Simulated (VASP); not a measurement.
# Ta (Im-3m) in VASP: single point with PBE

Aim: the single point of Ta with PBE.

Program: VASP 6.6.1. These are calculated values, not measurements. Logs are shortened: lines on timing, memory, paths and dates and some standing lists are left out, and cuts for length are marked.

**1. The cell of the first run**

The structure is cubic, space group Im-3m (No. 229). The conventional cell has a = 3.303 Å, b = 3.303 Å, c = 3.303 Å, α = 90.00°, β = 90.00°, γ = 90.00°. Within 3.8 Å of Ta (site symmetry m-3m) lie 14 Ta at 2.86 to 3.30 Å.

**2. Single point, PBE**

Contents of INCAR:

```
  PREC = Accurate
  ENCUT = 520
  EDIFF = 1E-7
  ISMEAR = 1
  SIGMA = 0.1
  LREAL = F
  LASPH = T
  NELM = 60
  ALGO = Normal
  ISIF = 2
  LWAVE = F
  LCHARG = T
  GGA = PE
  LELF = T
  LVHAR = T
  NBANDS = 12
```

Contents of KPOINTS:

```
Automatic mesh
0
Gamma
  13 13 13
```

Contents of POSCAR:

```
Ta
1.0
   -1.6512800000      1.6512800000      1.6512800000
    1.6512800000     -1.6512800000      1.6512800000
    1.6512800000      1.6512800000     -1.6512800000
Ta
1
Direct
    0.0000000000      0.0000000000      0.0000000000
```

Potentials or basis: VASP PAW PBE potentials, release 64 (Ta_pv).

Run with:

```sh
$ cat potpaw_PBE.64/Ta_pv/POTCAR > POTCAR
$ mpirun -np 1 vasp_std > vasp.out
```

OUTCAR:

```text
PREC = Accurate
   ENCUT = 520
   EDIFF = 1E-7
   ISMEAR = 1
   LREAL = F
   LASPH = T
   NELM = 60
   ISIF = 2
   GGA = PE

 ion  position               nearest neighbor table
   1  0.000  0.000  0.000-

  LATTYP: Found a body centered cubic cell.
 ALAT       =     3.3025600000

  Lattice vectors:

 A1 = (  -1.6512800000,   1.6512800000,   1.6512800000)
 A2 = (   1.6512800000,  -1.6512800000,   1.6512800000)
 A3 = (   1.6512800000,   1.6512800000,  -1.6512800000)

Analysis of symmetry for initial positions (statically):
=====================================================================
 Subroutine PRICEL returns:
 Original cell was already a primitive cell.

 Routine SETGRP: Setting up the symmetry group for a
 body centered cubic supercell.

 Subroutine GETGRP returns: Found 48 space group operations
 (whereof 48 operations were pure point group operations)
 out of a pool of 48 trial point group operations.

The static configuration has the point symmetry O_h .

Analysis of symmetry for dynamics (positions and initial velocities):
=====================================================================
 Subroutine PRICEL returns:
 Original cell was already a primitive cell.

 Routine SETGRP: Setting up the symmetry group for a
 body centered cubic supercell.

 Subroutine GETGRP returns: Found 48 space group operations
 (whereof 48 operations were pure point group operations)
 out of a pool of 48 trial point group operations.

The dynamic configuration has the point symmetry O_h .

 Subroutine INISYM returns: Found 48 space group operations
 (whereof 48 operations are pure point group operations),
 and found     1 'primitive' translations

----------------------------------------------------------------------------------------

                                     Primitive cell

  volume of cell :      18.0104

  direct lattice vectors                    reciprocal lattice vectors
    -1.651280000  1.651280000  1.651280000     0.000000000  0.302795407  0.302795407
     1.651280000 -1.651280000  1.651280000     0.302795407  0.000000000  0.302795407
     1.651280000  1.651280000 -1.651280000     0.302795407  0.302795407  0.000000000

  length of vectors
     2.860100858  2.860100858  2.860100858     0.428217371  0.428217371  0.428217371

  position of ions in fractional coordinates (direct lattice)
     0.000000000  0.000000000  0.000000000
[... 76 lines left out ...]
   EDIFF  = 0.1E-06   stopping-criterion for ELM
   LREAL  =      F    real-space projection
   EDIFFG = 0.1E-05   stopping-criterion for IOM
   NSW    =      0    number of steps for IOM
   IBRION =     -1    ionic relax: 0-MD 1-quasi-New 2-CG
   NFREE  =      0    steps in history (QN), initial steepest desc. (CG)
   ISIF   =      2    stress and relaxation
   ISYM   =      2    0-nonsym 1-usesym 2-fastsym
   POTIM  = 0.5000    time-step for ionic-motion
   TEBEG  =    0.0;   TEEND  =   0.0 temperature during run
   PSTRESS=    0.0 pullay stress
   NELECT =      11.0000    total number of electrons
   NUPDOWN=      -1.0000    fix difference up-down
   EMIN   =  10.00;   EMAX   =-10.00  energy-range for DOS
   EFERMI =   0.00;   METHOD = LEGACY
   ISMEAR =     1;   SIGMA  =   0.10  broadening in eV -4-tet -1-fermi 0-gaus
   EFERMI_NEDOS =   21; number of points for ismear=-14 and -15
   IALGO  =     38    algorithm
   IMIX   =      4    mixing-type and parameters
     AMIX     =   0.40;   BMIX     =  1.00
     AMIX_MAG =   1.60;   BMIX_MAG =  1.00
  volume/ion in A,a.u.               =      18.01       121.54
  Fermi-wavevector in a.u.,A,eV,Ry     =   1.388988  2.624806 26.249534  1.929286
  Thomas-Fermi vector in A             =   2.513061
   LORBIT       =      0    0 simple, 1 ext, 2 COOP (PROOUT), +10 PAW based schemes
   GGA     = PE    functional components
   LHFCALC =     F    Hartree Fock is set to
   AEXX    =    0.0000 exact exchange contribution
   IVDW    =     0    specifies the selected vdW correction
   LEPSILON=     F    determine dielectric tensor
   LRPA    =     F    only Hartree local field effects (RPA)
 non-spin polarized calculation
 Methfessel and Paxton  Order N= 1 SIGMA  =   0.10
  energy-cutoff  :      520.00
  volume of cell :       18.01
 maximum number of plane-waves:       493
 NGX is ok and might be reduce to    24
   NGX = 11   NGY = 11   NGZ = 11

 number of electron      11.0000002 magnetization

 Free energy of the ion-electron system (eV)
  ---------------------------------------------------
  ext. energy  EPLUGINS =         0.00000000
  ---------------------------------------------------
  free energy    TOTEN  =       -11.80826371 eV

  energy without entropy =      -11.80839993  energy(sigma->0) =      -11.80830911

 E-fermi :   5.4465     XC(G=0): -12.6204

 val. band max:        5.4323456823   @ k =  -0.3846   0.4615   0.1538
 cond. band min:       5.4800823948   @ k =   0.2308   0.0000   0.0000
 fundamental gap:      0.0477367125
 Fermi energy:         5.4464590957

 k-point     1 :       0.0000    0.0000    0.0000
  band No.  band energies     occupation
      1     -27.5946      2.00000
      2     -27.5946      2.00000
      3     -27.5946      2.00000
      4      -2.4295      2.00000
      5       6.2168     -0.00000
      6       6.2168     -0.00000
      7       6.2168     -0.00000
      8       9.4908      0.00000
      9       9.4908      0.00000
     10      20.1698      0.00000
     11      20.4989      0.00000
     12      20.4989      0.00000
[... 331 lines left out ...]
 k-point    24 :       0.2308    0.0769    0.0769
  band No.  band energies     occupation
      1     -28.4369      2.00000
      2     -27.8523      2.00000
      3     -27.6594      2.00000
      4       1.0462      2.00000
      5       4.3856      2.00000
      6       4.8116      2.00000
      7       9.2969      0.00000
      8       9.9163      0.00000
      9      11.0507      0.00000
     10      20.1129      0.00000
     11      20.2118      0.00000
     12      20.4413      0.00000

 [... further k-points ...]
[... 5 lines left out ...]
  --------------------------------------------------------------------------------------
  -------------------------------------------------------------------------------------
  Total        0.4430633      0.4430633      0.4430633     -0.0000000     -0.0000000     -0.0000000
  in kB       39.4143315     39.4143315     39.4143315     -0.0000000     -0.0000000     -0.0000000
  external PRESSURE =      39.4143315 kB  Pullay stress =       0.0000000 kB

 VOLUME and BASIS-vectors are now :
 -----------------------------------------------------------------------------
  energy-cutoff  :      520.00
  volume of cell :       18.01
      direct lattice vectors                 reciprocal lattice vectors
    -1.651280000  1.651280000  1.651280000     0.000000000  0.302795407  0.302795407
     1.651280000 -1.651280000  1.651280000     0.302795407  0.000000000  0.302795407
     1.651280000  1.651280000 -1.651280000     0.302795407  0.302795407  0.000000000

 POSITION                                       TOTAL-FORCE (eV/Angst)
 -----------------------------------------------------------------------------------
      0.00000      0.00000      0.00000         0.000000     -0.000000     -0.000000
 -----------------------------------------------------------------------------------
    total drift:                                0.000000      0.000000      0.000000

  FREE ENERGIE OF THE ION-ELECTRON SYSTEM (eV)
  ---------------------------------------------------
  free  energy   TOTEN  =       -11.8082637051 eV

  energy  without entropy=      -11.8083999281  energy(sigma->0) =      -11.80830911
```

OSZICAR:

```text
N       E                     dE             d eps       ncg     rms          rms(c)
DAV:   1     0.602309135049E+02    0.60231E+02   -0.61410E+03  2024   0.882E+02
DAV:   2    -0.112373989548E+02   -0.71468E+02   -0.69393E+02  2204   0.243E+02
DAV:   3    -0.122681359750E+02   -0.10307E+01   -0.10163E+01  2448   0.275E+01
DAV:   4    -0.122708588257E+02   -0.27229E-02   -0.27226E-02  2252   0.156E+00
DAV:   5    -0.122708675826E+02   -0.87570E-05   -0.87569E-05  2376   0.871E-02    0.135E+01
DAV:   6    -0.119180338835E+02    0.35283E+00   -0.28339E-01  2364   0.576E+00    0.657E+00
DAV:   7    -0.118091201466E+02    0.10891E+00   -0.25718E-01  2344   0.512E+00    0.376E-01
DAV:   8    -0.118082656015E+02    0.85455E-03   -0.75195E-03  2184   0.674E-01    0.946E-02
DAV:   9    -0.118082712683E+02   -0.56669E-05   -0.60461E-05  2380   0.838E-02    0.272E-02
DAV:  10    -0.118082636058E+02    0.76625E-05   -0.34412E-06  2220   0.208E-02    0.249E-03
DAV:  11    -0.118082637051E+02   -0.99293E-07   -0.19278E-07  2216   0.493E-03
   1 F= -.11808264E+02 E0= -.11808309E+02  d E =0.136223E-03
```

stdout:

```text
POSCAR found type information on POSCAR Ta
 POSCAR found :  1 types and       1 ions
 scaLAPACK will be used
 LDA part: xc-table for (Slater+PW92), standard interpolation
 POSCAR, INCAR and KPOINTS ok, starting setup
 FFT: planning ... GRIDC
 FFT: planning ... GRID_SOFT
 FFT: planning ... GRID
 WAVECAR not read
 entering main loop
```

Wall time 17 s (1 thread of AMD EPYC 9R45 (Zen 5), shared host); peak memory 0.11 GiB.

What came out:

| Property | Result |
| --- | --- |
| Free energy | -11.8083 eV |
| Pressure | 3.9 GPa |

Caveat: spin-orbit coupling is left out, which moves the levels of the heavy elements.
